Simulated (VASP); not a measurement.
A run of VASP 6.6.1 is set up as follows.

Contents of INCAR:

```
SYSTEM = Zn5CdSe6
PREC     = Accurate       ! precision mode
ENCUT    = 500            ! plane-wave cutoff, eV
EDIFF    = 1E-6           ! SCF threshold, eV
ISMEAR   = 0              ! smearing method
SIGMA    = 0.02           ! smearing width, eV
LREAL    = .False.        ! projectors in reciprocal space
LASPH    = .True.         ! aspherical terms in the spheres
NELM     = 120            ! most SCF steps
ALGO     = Normal         ! electronic algorithm
ISIF     = 2              ! what is computed and relaxed
LWAVE    = .False.        ! write WAVECAR
LCHARG   = .True.         ! write CHGCAR
GGA      = PE             ! functional
LELF     = .True.         ! ELF
LVHAR    = .True.       
NBANDS   = 66             ! bands
GGA_COMPAT= .False.
```

The input KPOINTS:

```
Automatic mesh
0
Gamma
  6 6 4
  0 0 0
```

The input POSCAR:

```
Zn5CdSe6
1.0
    7.1057714508      0.0000000000      0.0000000000
   -3.5528857254      6.1537785899      0.0000000000
    0.0000000000      0.0000000000      6.7262364230
Zn Cd Se
5 1 6
Direct
    0.6666666667      0.3333333333      0.0056481359
    0.3333333333      0.6666666667      0.0056481359
    0.3389140824      0.0000000000      0.5046605408
    0.0000000000      0.3389140824      0.5046605408
    0.6610859176      0.6610859176      0.5046605408
    0.0000000000      0.0000000000      0.0063575467
    0.0000000000      0.0000000000      0.4032736512
    0.6666666667      0.3333333333      0.3763114898
    0.3333333333      0.6666666667      0.3763114898
    0.3526718013      0.0000000000      0.8741559561
    0.0000000000      0.3526718013      0.8741559561
    0.6473281987      0.6473281987      0.8741559561
```

Potentials or basis: VASP PAW PBE potentials, release 64 (Zn, Cd, Se).

Command:

```sh
$ cat potpaw_PBE.64/Zn/POTCAR potpaw_PBE.64/Cd/POTCAR potpaw_PBE.64/Se/POTCAR > POTCAR
$ mpirun -np 1 vasp_std > vasp.out
```

(1) What does it give for the band gap on the k mesh?

(2) What does it give for the largest force?

(3) What does it give for the pressure?

Answers

(1) 1.02 eV.

(2) 0.019 eV/Å.

(3) 0.2 GPa.
